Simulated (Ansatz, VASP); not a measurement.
Mg2I: VASP beside Ansatz

INCAR

```
PREC = Accurate ; ENCUT = 600
EDIFF = 1E-7 ; ISMEAR = 0
SIGMA = 0.1 ; LREAL = F
LASPH = T ; NELM = 80
ALGO = Normal ; ISIF = 3
LWAVE = F ; LCHARG = F
GGA = PE ; IBRION = 2
NSW = 90 ; EDIFFG = -0.04
```

File KPOINTS:

```
regular mesh
0
Gamma
  4 4 4
```

POSCAR

```
Mg2I
1.0
    4.1776864300      0.0000000000      0.0000000000
    0.0000000000      4.1776864300      0.0000000000
    0.0000000000      0.0000000000      4.7862114800
Mg I
2 1
Direct
    0.0000000000      0.5000000000      0.0000000000
    0.5000000000      0.0000000000      0.0000000000
    0.5000000000      0.5000000000      0.0000000000
```

Input for Ansatz:

```yaml
crystal:
  lattice:
    - [4.17768643, 0.0, 0.0]
    - [0.0, 4.17768643, 0.0]
    - [0.0, 0.0, 4.78621148]
  atoms:
    - { symbol: Mg, position: [0.0, 0.5, 0.0] }
    - { symbol: Mg, position: [0.5, 0.0, 0.0] }
    - { symbol: I, position: [0.5, 0.5, 0.0] }
basis:
  ecutwfc: 420
kpoints:
  mp_grid: { grid: [4, 4, 4] }
hamiltonian:
  xc: pbe
scf:
  occupations: { method: gaussian, width: 0.1 }
  lower_state_search: "off"
output:
  forces: true
  stress: true
  eigenvalues: true
relax:
  adjacent_minimum: "off"
  f_tol: 0.04
  max_steps: 70
  cell: { stress_tol: 0.4 }
```

Alike in both runs: task relaxation of cell and atoms; functional PBE; k mesh 4 × 4 × 4; occupations gaussian, width 0.1 eV; no spin polarisation.

```csv
,VASP,Ansatz
version,VASP 6.6.1,Ansatz 0.2.0
potentials or method,"VASP PAW PBE potentials, release 64 (Mg, I), cutoff 600 eV","scalar-relativistic, plane waves, PAW"
valence electrons in the cell,11,37
```

|  | VASP | Ansatz | Ansatz less VASP |
| --- | --- | --- | --- |
| gap on the k mesh at the Fermi level, each at its own relaxed structure (eV) | none | none | - |
| relaxed volume (Å³/atom) | 47.17 | 46.23 | -0.941 |
| relaxed cell length with the largest relative difference (Å) | 6.247 | 6.160 | -0.0869 |

A gap of «none» marks a metal or a gap that the smearing closes. VASP's potentials hold 11 valence electrons a cell and Ansatz's 37, so a difference there can come from the potentials and not from the codes.

The k mesh is coarse, so the values compare programs but aren't converged. Neither program's run includes spin-orbit coupling. Noted on VASP's run: the volume moved by over 15 % at a fixed basis, so the end points are rough.
